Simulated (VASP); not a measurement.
# Pd (Fm-3m) in VASP: notebook

The runs below take Pd through single point, relaxation of cell and atoms, with LDA.

Program: VASP 6.6.1. These are calculated values, not measurements. Logs are shortened: lines on timing, memory, paths and dates and some standing lists are left out, and cuts for length are marked.

## 1. The cell of the first run

It takes space group Fm-3m (No. 225, cubic). Conventional cell: a = 3.838 Å, b = 3.838 Å, c = 3.838 Å, α = 90.00°, β = 90.00°, γ = 90.00°. Within 3.6 Å of Pd (site symmetry m-3m) lie 12 Pd at 2.71 Å.

## 2. Single point, LDA

Input file INCAR:

```
PREC = Accurate ; ENCUT = 520
EDIFF = 1E-7 ; ISMEAR = 1
SIGMA = 0.1 ; LREAL = F
LASPH = T ; NELM = 100
ALGO = Normal ; ISIF = 2
LWAVE = F ; LCHARG = F
NBANDS = 11
```

Input file KPOINTS:

```
regular mesh
0
Gamma
  20 20 20
```

Input file POSCAR:

```
Pd
1.0
    0.0000000000      1.9189821143      1.9189821143
    1.9189821143      0.0000000000      1.9189821143
    1.9189821143      1.9189821143      0.0000000000
Pd
1
Direct
    0.0000000000      0.0000000000      0.0000000000
```

Potentials or basis: VASP PAW LDA potentials, release 64 (Pd).

Command:

```sh
$ cat potpaw_LDA.64/Pd/POTCAR > POTCAR
$ mpirun -np 1 vasp_std > vasp.out
```

OUTCAR:

```text
PREC = Accurate
   ENCUT = 520
   EDIFF = 1E-7
   ISMEAR = 1
   LREAL = F
   LASPH = T
   NELM = 100
   ISIF = 2

 ion  position               nearest neighbor table
   1  0.000  0.000  0.000-

  LATTYP: Found a face centered cubic cell.
 ALAT       =     3.8379642286

  Lattice vectors:

 A1 = (   0.0000000000,   1.9189821143,   1.9189821143)
 A2 = (   1.9189821143,   0.0000000000,   1.9189821143)
 A3 = (   1.9189821143,   1.9189821143,   0.0000000000)

Analysis of symmetry for initial positions (statically):
=====================================================================
 Subroutine PRICEL returns:
 Original cell was already a primitive cell.

 Routine SETGRP: Setting up the symmetry group for a
 face centered cubic supercell.

 Subroutine GETGRP returns: Found 48 space group operations
 (whereof 48 operations were pure point group operations)
 out of a pool of 48 trial point group operations.

The static configuration has the point symmetry O_h .

Analysis of symmetry for dynamics (positions and initial velocities):
=====================================================================
 Subroutine PRICEL returns:
 Original cell was already a primitive cell.

 Routine SETGRP: Setting up the symmetry group for a
 face centered cubic supercell.

 Subroutine GETGRP returns: Found 48 space group operations
 (whereof 48 operations were pure point group operations)
 out of a pool of 48 trial point group operations.

The dynamic configuration has the point symmetry O_h .

 Subroutine INISYM returns: Found 48 space group operations
 (whereof 48 operations are pure point group operations),
 and found     1 'primitive' translations

----------------------------------------------------------------------------------------

                                     Primitive cell

  volume of cell :      14.1333

  direct lattice vectors                    reciprocal lattice vectors
     0.000000000  1.918982114  1.918982114    -0.260554799  0.260554799  0.260554799
     1.918982114  0.000000000  1.918982114     0.260554799 -0.260554799  0.260554799
     1.918982114  1.918982114  0.000000000     0.260554799  0.260554799 -0.260554799

  length of vectors
     2.713850532  2.713850532  2.713850532     0.451294151  0.451294151  0.451294151

  position of ions in fractional coordinates (direct lattice)
     0.000000000  0.000000000  0.000000000

  ion indices of the primitive-cell ions
   primitive index   ion index
                 1           1

----------------------------------------------------------------------------------------

 KPOINTS: regular mesh

Automatic generation of k-mesh.
 Grid dimensions read from file:
 generate k-points for:   20   20   20

 Generating k-lattice:

  Cartesian coordinates                     Fractional coordinates (reciprocal lattice)
    -0.013027740  0.013027740  0.013027740     0.050000000  0.000000000  0.000000000
     0.013027740 -0.013027740  0.013027740     0.000000000  0.050000000  0.000000000
     0.013027740  0.013027740 -0.013027740     0.000000000  0.000000000  0.050000000

  Length of vectors
     0.022564708  0.022564708  0.022564708

  Shift w.r.t. Gamma in fractional coordinates (k-lattice)
     0.000000000  0.000000000  0.000000000

 Subroutine IBZKPT returns following result:
 ===========================================

 Found    256 irreducible k-points:

 Following reciprocal coordinates:
            Coordinates               Weight
  0.000000  0.000000  0.000000      1.000000
  0.050000  0.000000  0.000000      8.000000
  0.100000  0.000000  0.000000      8.000000
  0.150000  0.000000  0.000000      8.000000
  0.200000  0.000000  0.000000      8.000000
  0.250000  0.000000  0.000000      8.000000
[... 16 lines left out ...]
 -0.400000  0.050000  0.000000     24.000000
 -0.350000  0.050000  0.000000     24.000000
 [... further k-points ...]
   k-points           NKPTS =    256   k-points in BZ     NKDIM =    256   number of bands    NBANDS=     11
   number of dos      NEDOS =    301   number of ions     NIONS =      1
   total plane-waves  NPLWV =   8000
   dimension x,y,z NGX =    20 NGY =   20 NGZ =   20
   dimension x,y,z NGXF=    40 NGYF=   40 NGZF=   40
   ions per type =               1
   NGX,Y,Z   is equivalent  to a cutoff of  12.25, 12.25, 12.25 a.u.
   NGXF,Y,Z  is equivalent  to a cutoff of  24.50, 24.50, 24.50 a.u.
 SYSTEM =  unknown system
   PREC   = accura    normal or accurate (medium, high low for compatibility)
   ISTART =      0    job   : 0-new  1-cont  2-samecut
   ICHARG =      2    charge: 1-file 2-atom 10-const
   ISPIN  =      1    spin polarized calculation?
   LNONCOLLINEAR =      F non collinear calculations
   LSORBIT =      F    spin-orbit coupling
   LASPH  =      T    aspherical Exc in radial PAW
   ENCUT  =  520.0 eV  38.22 Ry    6.18 a.u.   5.05  5.05  5.05*2*pi/ulx,y,z
   NELM   =    100;   NELMIN=  2; NELMDL= -5     # of ELM steps
   EDIFF  = 0.1E-06   stopping-criterion for ELM
   LREAL  =      F    real-space projection
   EDIFFG = 0.1E-05   stopping-criterion for IOM
   NSW    =      0    number of steps for IOM
   IBRION =     -1    ionic relax: 0-MD 1-quasi-New 2-CG
   NFREE  =      0    steps in history (QN), initial steepest desc. (CG)
   ISIF   =      2    stress and relaxation
   ISYM   =      2    0-nonsym 1-usesym 2-fastsym
   POTIM  = 0.5000    time-step for ionic-motion
   TEBEG  =    0.0;   TEEND  =   0.0 temperature during run
   PSTRESS=    0.0 pullay stress
   NELECT =      10.0000    total number of electrons
   NUPDOWN=      -1.0000    fix difference up-down
   EMIN   =  10.00;   EMAX   =-10.00  energy-range for DOS
   EFERMI =   0.00;   METHOD = LEGACY
   ISMEAR =     1;   SIGMA  =   0.10  broadening in eV -4-tet -1-fermi 0-gaus
   EFERMI_NEDOS =   21; number of points for ismear=-14 and -15
   IALGO  =     38    algorithm
   IMIX   =      4    mixing-type and parameters
     AMIX     =   0.40;   BMIX     =  1.00
     AMIX_MAG =   1.60;   BMIX_MAG =  1.00
  volume/ion in A,a.u.               =      14.13        95.38
  Fermi-wavevector in a.u.,A,eV,Ry     =   1.458794  2.756721 28.954277  2.128079
  Thomas-Fermi vector in A             =   2.575437
   LORBIT       =      0    0 simple, 1 ext, 2 COOP (PROOUT), +10 PAW based schemes
   GGA     = CA    functional components
   LHFCALC =     F    Hartree Fock is set to
   AEXX    =    0.0000 exact exchange contribution
   IVDW    =     0    specifies the selected vdW correction
   LEPSILON=     F    determine dielectric tensor
   LRPA    =     F    only Hartree local field effects (RPA)
 non-spin polarized calculation
 Methfessel and Paxton  Order N= 1 SIGMA  =   0.10
  energy-cutoff  :      520.00
  volume of cell :       14.13
 maximum number of plane-waves:       392
   NGX =  9   NGY =  9   NGZ =  9

 number of electron      10.0000005 magnetization

 Free energy of the ion-electron system (eV)
  ---------------------------------------------------
  ext. energy  EPLUGINS =         0.00000000
  ---------------------------------------------------
  free energy    TOTEN  =        -6.49350848 eV

  energy without entropy =       -6.49366753  energy(sigma->0) =       -6.49356150

 E-fermi :  10.3171     XC(G=0): -13.7811

 val. band max:       10.3152475181   @ k =  -0.1500   0.2000   0.0500
 cond. band min:      10.3192473033   @ k =   0.5000   0.0000   0.0000
 fundamental gap:      0.0039997852
 Fermi energy:        10.3170893564

 k-point     1 :       0.0000    0.0000    0.0000
  band No.  band energies     occupation
      1       2.7682      2.00000
      2       7.2592      2.00000
      3       7.2592      2.00000
      4       7.2592      2.00000
      5       9.0259      2.00000
      6       9.0259      2.00000
      7      27.4797      0.00000
      8      32.4488      0.00000
      9      32.4488      0.00000
     10      32.4488      0.00000
     11      35.9301      0.00000

 k-point     2 :       0.0500    0.0000    0.0000
  band No.  band energies     occupation
      1       2.8630      2.00000
      2       7.2233      2.00000
      3       7.2935      2.00000
      4       7.2935      2.00000
      5       9.0085      2.00000
      6       9.0085      2.00000
      7      27.5919      0.00000
      8      31.8313      0.00000
      9      32.5662      0.00000
     10      32.5662      0.00000
     11      35.9461      0.00000

 k-point     3 :       0.1000    0.0000    0.0000
  band No.  band energies     occupation
      1       3.1390      2.00000
      2       7.1302      2.00000
      3       7.3862      2.00000
      4       7.3862      2.00000
      5       8.9685      2.00000
      6       8.9685      2.00000
      7      27.8772      0.00000
      8      30.4976      0.00000
      9      32.9054      0.00000
     10      32.9054      0.00000
     11      35.9604      0.00000

 k-point     4 :       0.1500    0.0000    0.0000
  band No.  band energies     occupation
      1       3.5648      2.00000
      2       7.0263      2.00000
      3       7.5023      2.00000
      4       7.5023      2.00000
      5       8.9446      2.00000
      6       8.9446      2.00000
      7      28.0380      0.00000
      8      29.1217      0.00000
      9      33.4226      0.00000
     10      33.4226      0.00000
     11      35.9593      0.00000

 k-point     5 :       0.2000    0.0000    0.0000
  band No.  band energies     occupation
      1       4.0665      2.00000
      2       7.0031      2.00000
      3       7.5824      2.00000
      4       7.5824      2.00000
      5       8.9991      2.00000
      6       8.9991      2.00000
      7      26.9003      0.00000
      8      28.8005      0.00000
      9      34.0206      0.00000
     10      34.0206      0.00000
     11      35.9509      0.00000
[... 211 lines left out ...]
 k-point    21 :       0.5000    0.0500    0.0000
  band No.  band energies     occupation
      1       4.7014      2.00000
      2       7.1640      2.00000
      3       7.2785      2.00000
      4       9.7582      2.00000
      5      10.3237      0.88825
      6      11.7470     -0.00000
      7      17.9953      0.00000
      8      26.9560      0.00000
      9      31.3634      0.00000
     10      31.4467      0.00000
     11      35.9573      0.00000

 k-point    22 :      -0.4500    0.0500    0.0000
  band No.  band energies     occupation
      1       4.7090      2.00000
      2       7.1797      2.00000
      3       7.2780      2.00000
      4       9.7587      2.00000
      5      10.2305      2.01010
      6      11.6420     -0.00000
      7      18.1871      0.00000
      8      26.9845      0.00000
      9      31.1803      0.00000
     10      31.7723      0.00000
     11      35.9565      0.00000

 k-point    23 :      -0.4000    0.0500    0.0000
  band No.  band energies     occupation
      1       4.7528      2.00000
      2       7.2404      2.00000
      3       7.3227      2.00000
      4       9.4304      2.00000
      5      10.0105      2.00013
      6      11.0246     -0.00000
      7      19.3244      0.00000
      8      27.1990      0.00000
      9      31.3418      0.00000
     10      32.4644      0.00000
     11      35.9541      0.00000

 k-point    24 :      -0.3500    0.0500    0.0000
  band No.  band energies     occupation
      1       4.8094      2.00000
      2       7.3349      2.00000
      3       7.4061      2.00000
      4       8.7403      2.00000
      5       9.7009      2.00000
      6      10.4186     -0.05316
      7      20.9444      0.00000
      8      27.5782      0.00000
      9      31.7892      0.00000
     10      33.4900      0.00000
     11      35.9464      0.00000

 [... further k-points ...]

------------------------ aborting loop because EDIFF is reached ----------------------------------------

  FORCE on cell =-STRESS in cart. coord.  units (eV):
  Direction    XX          YY          ZZ          XY          YZ          ZX
  --------------------------------------------------------------------------------------
  -------------------------------------------------------------------------------------
  Total        0.0240917      0.0240917      0.0240917     -0.0000000      0.0000000     -0.0000000
  in kB        2.7310897      2.7310897      2.7310897     -0.0000000      0.0000000     -0.0000000
  external PRESSURE =       2.7310897 kB  Pullay stress =       0.0000000 kB

 VOLUME and BASIS-vectors are now :
 -----------------------------------------------------------------------------
  energy-cutoff  :      520.00
  volume of cell :       14.13
      direct lattice vectors                 reciprocal lattice vectors
     0.000000000  1.918982114  1.918982114    -0.260554799  0.260554799  0.260554799
     1.918982114  0.000000000  1.918982114     0.260554799 -0.260554799  0.260554799
     1.918982114  1.918982114  0.000000000     0.260554799  0.260554799 -0.260554799

 POSITION                                       TOTAL-FORCE (eV/Angst)
 -----------------------------------------------------------------------------------
      0.00000      0.00000      0.00000         0.000000     -0.000000      0.000000
 -----------------------------------------------------------------------------------
    total drift:                                0.000000      0.000000     -0.000000

  FREE ENERGIE OF THE ION-ELECTRON SYSTEM (eV)
  ---------------------------------------------------
  free  energy   TOTEN  =        -6.4935084842 eV

  energy  without entropy=       -6.4936675293  energy(sigma->0) =       -6.49356150
```

Run time: 17 s. Hardware: 1 thread of Intel Xeon 6975P-C, shared host; peak memory 0.15 GiB.

What came out:

- Free energy: -6.4935 eV
- Pressure: 0.3 GPa
- Band gap on the k mesh: zero (band 5 reaches 10.66 eV, above the bottom of band 6 at 8.94 eV)

## 3. Relaxation of cell and atoms, LDA

This run uses another cell than the first one, of 14.75 Å³/atom, 1.044 times its volume.

Input file INCAR:

```
SYSTEM = Pd
PREC     = Accurate       ! precision mode
ENCUT    = 600            ! plane-wave cutoff, eV
EDIFF    = 1E-7           ! SCF threshold, eV
ISMEAR   = 1              ! smearing method
SIGMA    = 0.1            ! smearing width, eV
LREAL    = .False.        ! projectors in reciprocal space
LASPH    = .True.         ! aspherical terms in the spheres
NELM     = 100            ! most SCF steps
ALGO     = Normal         ! electronic algorithm
ISIF     = 3              ! what is computed and relaxed
LWAVE    = .False.        ! write WAVECAR
LCHARG   = .False.        ! write CHGCAR
GGA      = CA             ! functional
IBRION   = 2              ! ionic algorithm
NSW      = 80             ! ionic steps
EDIFFG   = -0.01          ! ionic threshold
```

Input file KPOINTS:

```
regular mesh
0
Gamma
  20 20 20
  0 0 0
```

Input file POSCAR:

```
Pd
1.0
    0.0000000000      1.9465000000      1.9465000000
    1.9465000000      0.0000000000      1.9465000000
    1.9465000000      1.9465000000      0.0000000000
Pd
1
Direct
    0.0000000000      0.0000000000      0.0000000000
```

Potentials or basis: VASP PAW LDA potentials, release 64 (Pd).

Command:

```sh
$ cat potpaw_LDA.64/Pd/POTCAR > POTCAR
$ mpirun -np 1 vasp_std > vasp.out
```

OUTCAR:

```text
SYSTEM = Pd
   PREC = Accurate
   ENCUT = 600
   EDIFF = 1E-7
   ISMEAR = 1
   LREAL = .False.
   LASPH = .True.
   NELM = 100
   ISIF = 3
   GGA = CA
   IBRION = 2
   NSW = 80
   EDIFFG = -0.01

 ion  position               nearest neighbor table
   1  0.000  0.000  0.000-

  LATTYP: Found a face centered cubic cell.
 ALAT       =     3.8930000000

  Lattice vectors:

 A1 = (   0.0000000000,   1.9465000000,   1.9465000000)
 A2 = (   1.9465000000,   0.0000000000,   1.9465000000)
 A3 = (   1.9465000000,   1.9465000000,   0.0000000000)

Analysis of symmetry for initial positions (statically):
=====================================================================
 Subroutine PRICEL returns:
 Original cell was already a primitive cell.

[... 178 lines left out ...]
 Fermi energy:         9.5632953875

 k-point     1 :       0.0000    0.0000    0.0000
  band No.  band energies     occupation
      1       2.3546      2.00000
      2       6.7101      2.00000
      3       6.7101      2.00000
      4       6.7101      2.00000
      5       8.3588      2.00000
      6       8.3588      2.00000
      7      26.7242      0.00000
      8      31.4441      0.00000
      9      31.4441      0.00000
[... 380 lines left out ...]
--------------------------------------- Ionic step        4  -------------------------------------------

 number of electron      10.0000002 magnetization

 Free energy of the ion-electron system (eV)
  ---------------------------------------------------
  ext. energy  EPLUGINS =         0.00000000
  ---------------------------------------------------
  free energy    TOTEN  =        -6.49390217 eV

  energy without entropy =       -6.49405571  energy(sigma->0) =       -6.49395335

 E-fermi :  10.2941     XC(G=0): -13.7733

 val. band max:       10.2923881849   @ k =  -0.1500   0.2000   0.0500
 cond. band min:      10.2962005832   @ k =   0.5000   0.0000   0.0000
 fundamental gap:      0.0038123983
 Fermi energy:        10.2940538879

 k-point     1 :       0.0000    0.0000    0.0000
  band No.  band energies     occupation
      1       2.7555      2.00000
      2       7.2421      2.00000
      3       7.2421      2.00000
      4       7.2421      2.00000
      5       9.0053      2.00000
      6       9.0053      2.00000
      7      27.4572      0.00000
      8      32.4187      0.00000
      9      32.4187      0.00000
[... 304 lines left out ...]
  FREE ENERGIE OF THE ION-ELECTRON SYSTEM (eV)
  ---------------------------------------------------
  free  energy   TOTEN  =        -6.4939021682 eV

  energy  without entropy=       -6.4940557072  energy(sigma->0) =       -6.49395335

 reached required accuracy - stopping structural energy minimisation
```

CONTCAR:

```text
Pd
   1.00000000000000
     0.0000000000000000    1.9197865223429873    1.9197865223429873
     1.9197865223429873    0.0000000000000000    1.9197865223429873
     1.9197865223429873    1.9197865223429873    0.0000000000000000
  Pd
     1
Direct
     0.0000000000000000    0.0000000000000000    1.0000000000000000

  0.00000000E+00  0.00000000E+00  0.00000000E+00
```

It took 37 s on 1 thread of Intel Xeon 6975P-C, shared host; peak memory 0.18 GiB.

What came out:

```yaml
Free_energy: -6.4939 eV
Relaxed_volume: 14.15 Å³/atom
Relaxed_cell: a = 2.715 Å, b = 2.715 Å, c = 2.715 Å, α = 60.00°, β = 60.00°, γ = 60.00°
Space_group_after_relaxing_to_0.05_Å: Fm-3m (No. 225)
Energy_gained_by_relaxing: 16.6 meV/atom
Ionic_steps: 4
Pressure_after_relaxing: 0.0 GPa
Band_gap_on_the_k_mesh: zero (band 5 reaches 10.63 eV, above the bottom of band 6 at 8.92 eV)
```

Step by step:
```
step  energy change (eV)  largest force (eV/Å)  pressure (GPa)  volume (Å³)
   1              0.0000                0.0000           -8.48        14.75
   2              0.0428                0.0000           20.50        13.15
   3             -0.0166                0.0000           -0.21        14.16
   4             -0.0166                0.0000           -0.04        14.15
```

Final structure:
```
CELL_PARAMETERS angstrom
0.00000 1.91979 1.91979
1.91979 0.00000 1.91979
1.91979 1.91979 0.00000
ATOMIC_POSITIONS crystal
Pd 0.00000 0.00000 0.00000
```

LDA usually gives volumes a few per cent too small. Zero-point motion and thermal expansion aren't in these numbers.
